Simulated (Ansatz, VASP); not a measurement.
# CdTe: VASP beside Ansatz

File INCAR:

```
SYSTEM = CdTe
PREC = Accurate
ENCUT = 520
EDIFF = 1E-6
ISMEAR = 1
SIGMA = 0.01
LREAL = .False.
LASPH = .True.
NELM = 150
ALGO = Normal
ISIF = 2
LWAVE = .False.
LCHARG = .False.
ISPIN = 2
MAGMOM = 1 0
LORBIT = 11
NUPDOWN = 1.0
GGA = PS
IVDW = 13
NBANDS = 20
```

KPOINTS

```
regular mesh
0
Gamma
  7 7 7
  0 0 0
```

File POSCAR:

```
CdTe
1.0
    0.0000000000      3.2678590959      3.2678590959
    3.2678590959      0.0000000000      3.2678590959
    3.2678590959      3.2678590959      0.0000000000
Te Cd
1 1
Direct
    0.7500000000      0.7500000000      0.7500000000
    0.0000000000      0.0000000000      0.0000000000
```

input.yaml

```yaml
crystal:
  lattice:
    - [0.0, 3.2678590959, 3.2678590959]
    - [3.2678590959, 0.0, 3.2678590959]
    - [3.2678590959, 3.2678590959, 0.0]
  atoms:
    - { symbol: Te, position: [0.75, 0.75, 0.75], spin: 1.0 }
    - { symbol: Cd, position: [0.0, 0.0, 0.0] }
kpoints:
  mp_grid: { grid: [7, 7, 7] }
scf:
  occupations: { method: methfessel_paxton, width: 0.01 }
hamiltonian:
  xc: pbesol
  dispersion: d4
  pseudopotentials: { kind: all_electron, lapw: { basis_error: 0.0005 } }
magnetization:
  spin_polarized: true
  initial_magnetization: 1.0
  spin_locking: { lock_magnetization: hard }
output:
  forces: true
  stress: true
  eigenvalues: true
```

Change from the starting cell: volume scaled by 1.06.

Alike in both runs: task single point; functional PBEsol; dispersion D4; k mesh 7 × 7 × 7; occupations methfessel-paxton of order 1, width 0.01 eV; collinear spin; fixed moment 1 μB.

```csv
,VASP,Ansatz
version,VASP 6.6.1,Ansatz 0.2.0
potentials or method,"VASP PAW PBE potentials, release 64 (Te, Cd), cutoff 520 eV","all-electron LAPW, scalar-relativistic"
```

VASP gave:

| Item | Value |
| --- | --- |
| pressure (GPa) | 1.5 |
| size of the moment on the site where the two differ most (μB) | 0.35 |

Task: What did Ansatz give for the same quantities?

Result: Pressure (GPa): 1.3; size of the moment on the site where the two differ most (μB): 0.42.

VASP's potentials were made for PBE, not for PBEsol. Site moments also hang on the region over which each program counts them. Ansatz ran all-electron here, and VASP with PAW potentials.

Neither program's run includes spin-orbit coupling.
